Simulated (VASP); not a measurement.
A run of VASP 6.6.1 is set up as follows.

Contents of INCAR:

```
PREC = Accurate
ENCUT = 700
EDIFF = 1E-6
ISMEAR = 0
SIGMA = 0.05
LREAL = F
LASPH = T
NELM = 120
ALGO = Normal
ISIF = 2
LWAVE = F
LCHARG = F
GGA = PS
NBANDS = 22
GGA_COMPAT = F
```

File KPOINTS:

```
Automatic mesh
0
Gamma
  12 12 6
```

POSCAR

```
NiO2
1.0
    2.8028105550      0.0000000000      0.0000000000
   -1.4014052775      2.4273051426      0.0000000000
    0.0000000000      0.0000000000      4.9060395955
Ni O
1 2
Direct
    0.0000000000      0.0000000000      0.5000000000
    0.6666666667      0.3333333333      0.6876599244
    0.3333333333      0.6666666667      0.3123400756
```

Potentials or basis: VASP PAW PBE potentials, release 64 (Ni_sv_GW, O).

The run is started by

```console
$ cat potpaw_PBE.64/Ni_sv_GW/POTCAR potpaw_PBE.64/O/POTCAR > POTCAR
$ mpirun -np 1 vasp_std > vasp.out
```

Q: Predict the band gap on the k mesh.

A: 1.02 eV (least direct gap 1.28 eV).

Q: Predict the pressure.

A: -1.3 GPa.

Q: What does it give for the largest force?

A: 0.111 eV/Å.

Forces on the atoms (eV/Å):
```
Ni   0.000  0.000  0.000
O    0.000  0.000  0.111
O    0.000  0.000 -0.111
```

Caveat: the PAW data sets were made with another functional, which shifts forces and pressure a little; the run has no spin polarisation, though such a crystal can be magnetic. Spin polarisation is off, so any magnetic state and its effect on volume and gap are missing.
